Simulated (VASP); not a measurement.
Set up this calculation in VASP 6.6.1, as the native input.

```yaml
Task: single point
Functional: r2SCAN
Potentials_or_basis: VASP PAW PBE potentials, release 64 (Cd, F)
Cutoff: 520 eV
k_mesh: 8 × 8 × 8
Occupations: gaussian, width 0.05 eV
Spin: no spin polarisation
Dipole_correction: no
Further_INCAR_settings: ALGO = Normal; EDIFF = 1e-06; NBANDS = 20
```

CdF2:

```
Cd F
1.0
     0.00000    2.69400    2.69400
     2.89605    0.00000    2.69400
     2.89605    2.69400    0.00000
Cd F
1 2
Direct
  0.00000 0.00000 0.00000
  0.25000 0.25000 0.25000
  0.75000 0.75000 0.75000
```

This cell differs from its parent crystal: strain +0.0750 x Voigt [1, 0, 0, 0, 0, 0].

One way to write it, as run:

POSCAR

```
CdF2
1.0
    0.0000000000      2.6940000000      2.6940000000
    2.8960500000      0.0000000000      2.6940000000
    2.8960500000      2.6940000000      0.0000000000
Cd F
1 2
Direct
    0.0000000000      0.0000000000      0.0000000000
    0.2500000000      0.2500000000      0.2500000000
    0.7500000000      0.7500000000      0.7500000000
```

INCAR.step1

```
SYSTEM = CdF2
PREC = Accurate
ENCUT = 520
ISMEAR = 0
SIGMA = 0.05
LREAL = .False.
LASPH = .True.
NELM = 100
NBANDS = 20
GGA = PE
ALGO = Normal
EDIFF = 1E-4
LWAVE = .True.
LCHARG = .False.
```

INCAR.step2

```
SYSTEM = CdF2
PREC = Accurate
ENCUT = 520
EDIFF = 1E-6
ISMEAR = 0
SIGMA = 0.05
LREAL = .False.
LASPH = .True.
NELM = 100
ALGO = Normal
ISIF = 2
LWAVE = .False.
LCHARG = .False.
METAGGA = R2SCAN
LMIXTAU = .True.
NBANDS = 20
ISTART = 1
```

KPOINTS

```
regular mesh
0
Gamma
  8 8 8
  0 0 0
```

Potentials or basis: VASP PAW PBE potentials, release 64 (Cd, F).

Command:

```sh
$ cat potpaw_PBE.64/Cd/POTCAR potpaw_PBE.64/F/POTCAR > POTCAR
$ cp INCAR.step1 INCAR
$ mpirun -np 1 vasp_std > vasp.out
$ cp INCAR.step2 INCAR
$ mpirun -np 1 vasp_std > vasp.out
```

It gave:

```
Pressure               : -6.3 GPa
Band gap on the k mesh : 3.34 eV, indirect (least direct gap 3.90 eV)
```

Caveat: the cell differs from its parent crystal (strain +0.0750 x Voigt [1, 0, 0, 0, 0, 0]); the PAW data sets were made with another functional, which shifts forces and pressure a little.

Run time: 76 s on 1 thread of Intel(R) Xeon(R) 6975P-C (Granite Rapids) (shared host), peak memory 0.19 GiB.
